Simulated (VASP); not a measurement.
# HfOs (Pm-3m) in VASP: a series of runs, part 2 of 2

VASP 6.6.1. Earlier steps stand in the parts before.

## (3) Relaxation of cell and atoms, LDA

This run uses another cell than the first one, of 16.99 Å³/atom, 1.039 times its volume.

Input file INCAR:

```
PREC = Accurate ; ENCUT = 600
EDIFF = 1E-6 ; ISMEAR = -1
SIGMA = 0.05 ; LREAL = False
LASPH = True ; NELM = 100
ALGO = Normal ; ISIF = 3
LWAVE = False ; LCHARG = False
GGA = CA ; IBRION = 2
NSW = 100 ; EDIFFG = -0.005
```

Input file KPOINTS:

```
Automatic mesh
0
Gamma
  10 10 10
```

Input file POSCAR:

```
HfOs
1.0
    3.2390000000      0.0000000000      0.0000000000
    0.0000000000      3.2390000000      0.0000000000
    0.0000000000      0.0000000000      3.2390000000
Hf Os
1 1
Direct
    0.0000000000      0.0000000000      0.0000000000
    0.5000000000      0.5000000000      0.5000000000
```

Potentials or basis: VASP PAW LDA potentials, release 64 (Hf_pv, Os).

On the command line:

```bash
$ cat potpaw_LDA.64/Hf_pv/POTCAR potpaw_LDA.64/Os/POTCAR > POTCAR
$ mpirun -np 1 vasp_std > vasp.out
```

OUTCAR:

```text
PREC = Accurate
   ENCUT = 600
   EDIFF = 1E-6
   ISMEAR = -1
   LREAL = False
   LASPH = True
   NELM = 100
   ISIF = 3
   GGA = CA
   IBRION = 2
   NSW = 100
   EDIFFG = -0.005

 ion  position               nearest neighbor table
   1  0.000  0.000  0.000-   2 2.81   2 2.81   2 2.81   2 2.81   2 2.81   2 2.81   2 2.81   2 2.81

   2  0.500  0.500  0.500-   1 2.81   1 2.81   1 2.81   1 2.81   1 2.81   1 2.81   1 2.81   1 2.81

  LATTYP: Found a simple cubic cell.
 ALAT       =     3.2390000000

  Lattice vectors:

 A1 = (   3.2390000000,   0.0000000000,   0.0000000000)
 A2 = (   0.0000000000,   3.2390000000,   0.0000000000)
 A3 = (   0.0000000000,   0.0000000000,   3.2390000000)

Analysis of symmetry for initial positions (statically):
=====================================================================
 Subroutine PRICEL returns:
 Original cell was already a primitive cell.

 Routine SETGRP: Setting up the symmetry group for a
 simple cubic supercell.

 Subroutine GETGRP returns: Found 48 space group operations
 (whereof 48 operations were pure point group operations)
 out of a pool of 48 trial point group operations.

The static configuration has the point symmetry O_h .

Analysis of symmetry for dynamics (positions and initial velocities):
=====================================================================
 Subroutine PRICEL returns:
 Original cell was already a primitive cell.

 Routine SETGRP: Setting up the symmetry group for a
 simple cubic supercell.

 Subroutine GETGRP returns: Found 48 space group operations
 (whereof 48 operations were pure point group operations)
 out of a pool of 48 trial point group operations.

The dynamic configuration has the point symmetry O_h .

 Subroutine INISYM returns: Found 48 space group operations
 (whereof 48 operations are pure point group operations),
 and found     1 'primitive' translations

----------------------------------------------------------------------------------------

                                     Primitive cell

[... 135 lines left out ...]
  ext. energy  EPLUGINS =         0.00000000
  ---------------------------------------------------
  free energy    TOTEN  =       -24.74823900 eV

  energy without entropy =      -24.74549485  energy(sigma->0) =      -24.74686692

------------------------ aborting loop because EDIFF is reached ----------------------------------------

  FORCE on cell =-STRESS in cart. coord.  units (eV):
  Direction    XX          YY          ZZ          XY          YZ          ZX
  --------------------------------------------------------------------------------------
  -------------------------------------------------------------------------------------
  Total       -1.9491998     -1.9491998     -1.9491998     -0.0000000     -0.0000000     -0.0000000
  in kB      -91.9039328    -91.9039328    -91.9039328     -0.0000000     -0.0000000     -0.0000000
  external PRESSURE =     -91.9039328 kB  Pullay stress =       0.0000000 kB
[... 203 lines left out ...]
--------------------------------------- Ionic step        7  -------------------------------------------

 number of electron      18.0000000 magnetization

 Free energy of the ion-electron system (eV)
  ---------------------------------------------------
  ext. energy  EPLUGINS =         0.00000000
  ---------------------------------------------------
  free energy    TOTEN  =       -24.78679630 eV

  energy without entropy =      -24.78522008  energy(sigma->0) =      -24.78600819

 E-fermi :   7.4837     XC(G=0): -13.1328

 val. band max:        7.4309580311   @ k =   0.5000   0.1000   0.1000
 cond. band min:       7.6622542437   @ k =   0.5000   0.4000   0.1000
 fundamental gap:      0.2312962126
 Fermi energy:         7.4837129897

 k-point     1 :       0.0000    0.0000    0.0000
  band No.  band energies     occupation
      1     -22.6685      2.00000
      2     -22.6685      2.00000
      3     -22.6685      2.00000
      4      -1.7300      2.00000
      5       1.8019      2.00000
      6       1.8019      2.00000
      7       5.7500      2.00000
      8       5.7500      2.00000
      9       5.7500      2.00000
     10       9.9513      0.00000
     11       9.9513      0.00000
     12      13.7063      0.00000
     13      13.7063      0.00000
[... 354 lines left out ...]
  band No.  band energies     occupation
      1     -22.9722      2.00000
      2     -22.6951      2.00000
      3     -22.6949      2.00000
      4       0.5536      2.00000
      5       2.9469      2.00000
      6       3.2383      2.00000
      7       5.1794      2.00000
      8       5.1968      2.00000
      9       6.0550      2.00000
     10       8.3802      0.00000
     11       9.2134      0.00000
     12       9.9360      0.00000
     13      10.2621      0.00000

 [... further k-points ...]

------------------------ aborting loop because EDIFF is reached ----------------------------------------

  FORCE on cell =-STRESS in cart. coord.  units (eV):
  Direction    XX          YY          ZZ          XY          YZ          ZX
  --------------------------------------------------------------------------------------
  -------------------------------------------------------------------------------------
  Total       -0.0031244     -0.0031244     -0.0031244      0.0000000      0.0000000     -0.0000000
  in kB       -0.1531409     -0.1531409     -0.1531409      0.0000000      0.0000000     -0.0000000
  external PRESSURE =      -0.1531409 kB  Pullay stress =       0.0000000 kB
[... 17 lines left out ...]
  FREE ENERGIE OF THE ION-ELECTRON SYSTEM (eV)
  ---------------------------------------------------
  free  energy   TOTEN  =       -24.7867963017 eV

  energy  without entropy=      -24.7852200835  energy(sigma->0) =      -24.78600819

 reached required accuracy - stopping structural energy minimisation
```

Wall time 91 s (1 thread of Intel Xeon Platinum 8259CL at 2.50GHz (Skylake/Cascade Lake), shared host); peak memory 0.18 GiB.

Results:

```yaml
Free_energy: -24.7868 eV
Relaxed_volume: 16.34 Å³/atom
Relaxed_cell: a = 3.197 Å, b = 3.197 Å, c = 3.197 Å, α = 90.00°, β = 90.00°, γ = 90.00°
Space_group_after_relaxing_to_0.05_Å: Pm-3m (No. 221)
Energy_gained_by_relaxing: 19.3 meV/atom
Ionic_steps: 7
Pressure_after_relaxing: 0.0 GPa
Band_gap_on_the_k_mesh: zero (band 9 reaches 8.15 eV, above the bottom of band 10 at 6.72 eV)
```

The path:
| step | energy change (eV) | largest force (eV/Å) | pressure (GPa) | volume (Å³) |
| --- | --- | --- | --- | --- |
| 1 | 0.0000 | 0.0000 | -9.19 | 33.98 |
| 2 | 0.2827 | 0.0000 | 34.39 | 29.41 |
| 3 | -0.0385 | 0.0000 | -0.47 | 32.75 |
| 4 | -0.0386 | 0.0000 | -0.07 | 32.69 |
| 5 | -0.0385 | 0.0000 | 0.14 | 32.67 |
| 6 | -0.0385 | 0.0000 | -0.29 | 32.73 |
| 7 | -0.0386 | 0.0000 | -0.02 | 32.69 |

Final structure:
```
Hf Os
1.0
     3.19738    0.00000    0.00000
     0.00000    3.19738    0.00000
     0.00000    0.00000    3.19738
Hf Os
1 1
Cartesian
  0.0000 0.0000 0.0000
  1.5987 1.5987 1.5987
```

Caveat: spin-orbit coupling is left out, which moves the levels of the heavy elements.
